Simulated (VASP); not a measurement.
A run of VASP 6.6.1:

Contents of INCAR:

```
SYSTEM = Li
PREC = Accurate ; ENCUT = 520
EDIFF = 1E-8 ; ISMEAR = -1
SIGMA = 0.05 ; LREAL = .False.
LASPH = .True. ; NELM = 80
ALGO = Normal ; ISIF = 2
LWAVE = .False. ; LCHARG = .False.
GGA = CA ; LEFG = .True.
NBANDS = 8
```

File KPOINTS:

```
Automatic mesh
0
Gamma
  16 16 16
  0 0 0
```

POSCAR

```
Li
1.0
    0.0000000000      2.1946353965      2.1946353965
    2.1946353965      0.0000000000      2.1946353965
    2.1946353965      2.1946353965      0.0000000000
Li
1
Direct
    0.0000000000      0.0000000000      0.0000000000
```

Potentials or basis: VASP PAW LDA potentials, release 64 (Li_sv).

Command:

```sh
$ cat potpaw_LDA.64/Li_sv/POTCAR > POTCAR
$ mpirun -np 1 vasp_std > vasp.out
```

Hardware: 1 thread of Intel(R) Xeon(R) Platinum 8175M CPU @ 2.50GHz (Skylake/Cascade Lake), with other jobs on the host.

Question: How long does it take, and how much memory?

Answer: Run time: 17 s on 1 thread of Intel(R) Xeon(R) Platinum 8175M CPU @ 2.50GHz (Skylake/Cascade Lake), on a shared host, peak memory 0.13 GiB. Counts: scf iterations 11, k points 145.
